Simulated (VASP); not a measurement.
# Al (I4/mmm) in VASP: notebook

Runs on Al. Level: LDA. Tasks: single point.

Program: VASP 6.6.1. These are calculated values, not measurements. Logs are shortened: lines on timing, memory, paths and dates and some standing lists are left out, and cuts for length are marked.

## 1. The cell of the first run

Symmetry: I4/mmm, No. 139, tetragonal system. The conventional cell has a = 3.023 Å, b = 3.023 Å, c = 3.103 Å, α = 90.00°, β = 90.00°, γ = 90.00°. Al (site symmetry 4/mmm) has 14 Al at 2.64 to 3.10 Å within 3.5 Å.

## 2. Single point, LDA (strain -0.050 along x and y, -0.025 along z)

INCAR

```
SYSTEM = Al
PREC     = Accurate       ! precision mode
ENCUT    = 520            ! plane-wave cutoff, eV
EDIFF    = 1E-6           ! SCF threshold, eV
ISMEAR   = 0              ! smearing method
SIGMA    = 0.15           ! smearing width, eV
LREAL    = .FALSE.        ! projectors in reciprocal space
LASPH    = .TRUE.         ! aspherical terms in the spheres
NELM     = 60             ! most SCF steps
ALGO     = Normal         ! electronic algorithm
ISIF     = 2              ! what is computed and relaxed
LWAVE    = .FALSE.        ! write WAVECAR
LCHARG   = .FALSE.        ! write CHGCAR
NBANDS   = 8              ! bands
```

KPOINTS

```
Automatic mesh
0
G
  20 20 20
  0 0 0
```

POSCAR

```
Al
1.0
   -1.5116577555      1.5116577555      1.5514382228
    1.5116577555     -1.5116577555      1.5514382228
    1.5116577555      1.5116577555     -1.5514382228
Al
1
Direct
    0.0000000000      0.0000000000      0.0000000000
```

Potentials or basis: VASP PAW LDA potentials, release 64 (Al).

Started as:

```console
$ cat potpaw_LDA.64/Al/POTCAR > POTCAR
$ mpirun -np 1 vasp_std > vasp.out
```

OUTCAR:

```text
SYSTEM = Al
   PREC = Accurate
   ENCUT = 520
   EDIFF = 1E-6
   ISMEAR = 0
   LREAL = .FALSE.
   LASPH = .TRUE.
   NELM = 60
   ISIF = 2

 ion  position               nearest neighbor table
   1  0.000  0.000  0.000-

  LATTYP: Found a body centered tetragonal cell.
 ALAT       =     3.0233155110
 C/A-ratio  =     1.0263157895

  Lattice vectors:

 A1 = (  -1.5116577555,   1.5116577555,   1.5514382228)
 A2 = (   1.5116577555,  -1.5116577555,   1.5514382228)
 A3 = (   1.5116577555,   1.5116577555,  -1.5514382228)

Analysis of symmetry for initial positions (statically):
=====================================================================
 Subroutine PRICEL returns:
 Original cell was already a primitive cell.

 Routine SETGRP: Setting up the symmetry group for a
 body centered tetragonal supercell.

 Subroutine GETGRP returns: Found 16 space group operations
 (whereof 16 operations were pure point group operations)
 out of a pool of 16 trial point group operations.

The static configuration has the point symmetry D_4h.

Analysis of symmetry for dynamics (positions and initial velocities):
=====================================================================
 Subroutine PRICEL returns:
 Original cell was already a primitive cell.

 Routine SETGRP: Setting up the symmetry group for a
 body centered tetragonal supercell.

 Subroutine GETGRP returns: Found 16 space group operations
 (whereof 16 operations were pure point group operations)
 out of a pool of 16 trial point group operations.

The dynamic configuration has the point symmetry D_4h.

 Subroutine INISYM returns: Found 16 space group operations
 (whereof 16 operations are pure point group operations),
 and found     1 'primitive' translations

----------------------------------------------------------------------------------------

                                     Primitive cell

  volume of cell :      14.1808

  direct lattice vectors                    reciprocal lattice vectors
    -1.511657755  1.511657755  1.551438223     0.000000000  0.330762700  0.322281605
     1.511657755 -1.511657755  1.551438223     0.330762700  0.000000000  0.322281605
     1.511657755  1.511657755 -1.551438223     0.330762700  0.330762700  0.000000000

  length of vectors
     2.641435007  2.641435007  2.641435007     0.461810996  0.461810996  0.467769096

  position of ions in fractional coordinates (direct lattice)
     0.000000000  0.000000000  0.000000000

  ion indices of the primitive-cell ions
   primitive index   ion index
[... 70 lines left out ...]
   LASPH  =      T    aspherical Exc in radial PAW
   ENCUT  =  520.0 eV  38.22 Ry    6.18 a.u.   4.91  4.91  4.91*2*pi/ulx,y,z
   NELM   =     60;   NELMIN=  2; NELMDL= -5     # of ELM steps
   EDIFF  = 0.1E-05   stopping-criterion for ELM
   LREAL  =      F    real-space projection
   EDIFFG = 0.1E-04   stopping-criterion for IOM
   NSW    =      0    number of steps for IOM
   IBRION =     -1    ionic relax: 0-MD 1-quasi-New 2-CG
   NFREE  =      0    steps in history (QN), initial steepest desc. (CG)
   ISIF   =      2    stress and relaxation
   ISYM   =      2    0-nonsym 1-usesym 2-fastsym
   POTIM  = 0.5000    time-step for ionic-motion
   TEBEG  =    0.0;   TEEND  =   0.0 temperature during run
   PSTRESS=    0.0 pullay stress
   NELECT =       3.0000    total number of electrons
   NUPDOWN=      -1.0000    fix difference up-down
   EMIN   =  10.00;   EMAX   =-10.00  energy-range for DOS
   EFERMI =   0.00;   METHOD = LEGACY
   ISMEAR =     0;   SIGMA  =   0.15  broadening in eV -4-tet -1-fermi 0-gaus
   EFERMI_NEDOS =   21; number of points for ismear=-14 and -15
   IALGO  =     38    algorithm
   IMIX   =      4    mixing-type and parameters
     AMIX     =   0.40;   BMIX     =  1.00
     AMIX_MAG =   1.60;   BMIX_MAG =  1.00
  volume/ion in A,a.u.               =      14.18        95.70
  Fermi-wavevector in a.u.,A,eV,Ry     =   0.975472  1.843375 12.946562  0.951545
  Thomas-Fermi vector in A             =   2.106014
   LORBIT       =      0    0 simple, 1 ext, 2 COOP (PROOUT), +10 PAW based schemes
   GGA     = CA    functional components
   LHFCALC =     F    Hartree Fock is set to
   AEXX    =    0.0000 exact exchange contribution
   IVDW    =     0    specifies the selected vdW correction
   LEPSILON=     F    determine dielectric tensor
   LRPA    =     F    only Hartree local field effects (RPA)
 non-spin polarized calculation
 Gauss-broadening in eV      SIGMA  =   0.15
  energy-cutoff  :      520.00
  volume of cell :       14.18
 maximum number of plane-waves:       398
   NGX =  9   NGY =  9   NGZ =  9

 number of electron       3.0000000 magnetization

 Free energy of the ion-electron system (eV)
  ---------------------------------------------------
  ext. energy  EPLUGINS =         0.00000000
  ---------------------------------------------------
  free energy    TOTEN  =        -4.01854743 eV

  energy without entropy =       -4.01371746  energy(sigma->0) =       -4.01613245

 E-fermi :   9.4747     XC(G=0): -10.9209

 val. band max:        9.4720328764   @ k =  -0.3500  -0.4000   0.1500
 cond. band min:       9.4979678393   @ k =   0.2500   0.2000   0.1000
 fundamental gap:      0.0259349629
 Fermi energy:         9.4746525397

 k-point     1 :       0.0000    0.0000    0.0000
  band No.  band energies     occupation
      1      -2.7225      2.00000
      2      23.3840      0.00000
      3      23.3840      0.00000
      4      24.0426      0.00000
      5      26.0482      0.00000
      6      26.3157      0.00000
      7      26.3157      0.00000
      8      26.5540      0.00000
[... 243 lines left out ...]
 k-point    24 :      -0.3500    0.0500    0.0000
  band No.  band energies     occupation
      1       0.6284      2.00000
      2      10.9976      0.00000
      3      18.2186      0.00000
      4      19.5070      0.00000
      5      22.1105      0.00000
      6      23.6124      0.00000
      7      28.3350      0.00000
      8      31.1947      0.00000

 [... further k-points ...]
[... 5 lines left out ...]
  --------------------------------------------------------------------------------------
  -------------------------------------------------------------------------------------
  Total        1.1287887      1.1287887      1.2956304      0.0000000      0.0000000      0.0000000
  in kB      127.5327739    127.5327739    146.3828735      0.0000000      0.0000000      0.0000000
  external PRESSURE =     133.8161404 kB  Pullay stress =       0.0000000 kB

 VOLUME and BASIS-vectors are now :
 -----------------------------------------------------------------------------
  energy-cutoff  :      520.00
  volume of cell :       14.18
      direct lattice vectors                 reciprocal lattice vectors
    -1.511657755  1.511657755  1.551438223     0.000000000  0.330762700  0.322281605
     1.511657755 -1.511657755  1.551438223     0.330762700  0.000000000  0.322281605
     1.511657755  1.511657755 -1.551438223     0.330762700  0.330762700  0.000000000

 POSITION                                       TOTAL-FORCE (eV/Angst)
 -----------------------------------------------------------------------------------
      0.00000      0.00000      0.00000        -0.000000     -0.000000      0.000000
 -----------------------------------------------------------------------------------
    total drift:                                0.000000      0.000000      0.000000

  FREE ENERGIE OF THE ION-ELECTRON SYSTEM (eV)
  ---------------------------------------------------
  free  energy   TOTEN  =        -4.0185474335 eV

  energy  without entropy=       -4.0137174594  energy(sigma->0) =       -4.01613245
```

OSZICAR:

```text
N       E                     dE             d eps       ncg     rms          rms(c)
DAV:   1    -0.243564332857E+01   -0.24356E+01   -0.91868E+02 10336   0.210E+02
DAV:   2    -0.404744113277E+01   -0.16118E+01   -0.15585E+01 14352   0.205E+01
DAV:   3    -0.405479219187E+01   -0.73511E-02   -0.73489E-02 12328   0.150E+00
DAV:   4    -0.405480317328E+01   -0.10981E-04   -0.10981E-04 15384   0.569E-02
DAV:   5    -0.405480319410E+01   -0.20827E-07   -0.20571E-07 12648   0.153E-03    0.163E+00
DAV:   6    -0.403264913058E+01    0.22154E-01   -0.23831E-03 11208   0.190E-01    0.897E-01
DAV:   7    -0.401858131607E+01    0.14068E-01   -0.59821E-03 11512   0.297E-01    0.188E-01
DAV:   8    -0.401854758237E+01    0.33734E-04   -0.31223E-05 14520   0.336E-02    0.150E-02
DAV:   9    -0.401854743350E+01    0.14886E-06   -0.15507E-07 12024   0.219E-03
   1 F= -.40185474E+01 E0= -.40161324E+01  d E =-.482997E-02
```

stdout:

```text
POSCAR found type information on POSCAR Al
 POSCAR found :  1 types and       1 ions
 scaLAPACK will be used
 LDA part: xc-table for (Slater(with rela. corr.)+CA(PZ))
 , standard interpolation
 POSCAR, INCAR and KPOINTS ok, starting setup
 FFT: planning ... GRIDC
 FFT: planning ... GRID_SOFT
 FFT: planning ... GRID
 WAVECAR not read
 entering main loop
```

Wall time 16 s (1 thread of Intel Xeon 6975P-C (Granite Rapids), shared host); peak memory 0.16 GiB.

What came out:

```
Free energy : -4.0185 eV
Pressure    : 13.4 GPa
```

Levels at points of the mesh, in eV from the Fermi level:
```csv
k point,band 1,band 2,band 3,band 4,band 5,band 6
"(0.00, 0.00, 0.00)",-12.20,13.91,13.91,14.57,16.57,16.84
"(0.50, 0.00, 0.00)",-4.92,-4.15,8.82,9.45,11.26,12.77
"(0.50, 0.50, 0.00)",-4.77,-3.89,8.23,8.90,10.58,12.52
"(0.50, 0.50, 0.50)",1.59,2.39,2.39,2.59,2.94,7.35
```

Caveat: the cell differs from its parent crystal (strain -0.050 along x and y, -0.025 along z).

(Part 1 of 2 ends here.)
